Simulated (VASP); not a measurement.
Wanted: the native input for a VASP 6.6.1 run.

```yaml
Task: relaxation of the atoms
Functional: LDA
Potentials_or_basis: VASP PAW LDA potentials, release 64 (Ti_sv)
Cutoff: 520 eV
k_mesh: 12 × 12 × 1
Occupations: gaussian, width 0.1 eV
Spin: no spin polarisation
Dipole_correction: yes
Further_INCAR_settings: ALGO = Normal; EDIFF = 1e-06; IBRION = 2; EDIFFG = -0.02; NSW = 80
```

The structure of Ti lies in POSCAR:

```
Ti
1.0
    2.8639388196      0.0000000000      0.0000000000
   -1.4319694098      2.4802437726      0.0000000000
    0.0000000000      0.0000000000     26.3373195994
Ti
6
Direct
    0.6666666667      0.3333333333      0.2847670194
    0.3333333333      0.6666666667      0.3708602116
    0.6666666667      0.3333333333      0.4569534039
    0.3333333333      0.6666666667      0.5430465961
    0.6666666667      0.3333333333      0.6291397884
    0.3333333333      0.6666666667      0.7152329806
```

One way to write it, as run:

INCAR

```
SYSTEM = Ti
PREC = Accurate ; ENCUT = 520
EDIFF = 1E-6 ; ISMEAR = 0
SIGMA = 0.1 ; LREAL = .False.
LASPH = .True. ; NELM = 100
ALGO = Normal ; ISIF = 2
LWAVE = .False. ; LCHARG = .False.
LDIPOL = .True. ; IDIPOL = 3
DIPOL = 0.5 0.5 0.500 ; GGA = CA
IBRION = 2 ; NSW = 80
EDIFFG = -0.02
```

KPOINTS

```
regular mesh
0
Gamma
  12 12 1
  0 0 0
```

Potentials or basis: VASP PAW LDA potentials, release 64 (Ti_sv).

Command:

```bash
$ cat potpaw_LDA.64/Ti_sv/POTCAR > POTCAR
$ mpirun -np 1 vasp_std > vasp.out
```

It gave:

| Quantity | Value |
| --- | --- |
| Energy gained by relaxing | 17.6 meV/atom |
| Ionic steps | 8 |
| Largest force after relaxing | 0.012 eV/Å |
| Band gap on the k mesh | zero (bands 36 and 37 overlap by 0.98 eV) |

Wall time 10 min on 1 thread of Intel(R) Xeon(R) 6975P-C (Granite Rapids), with other jobs on the host, peak memory 0.3 GiB.
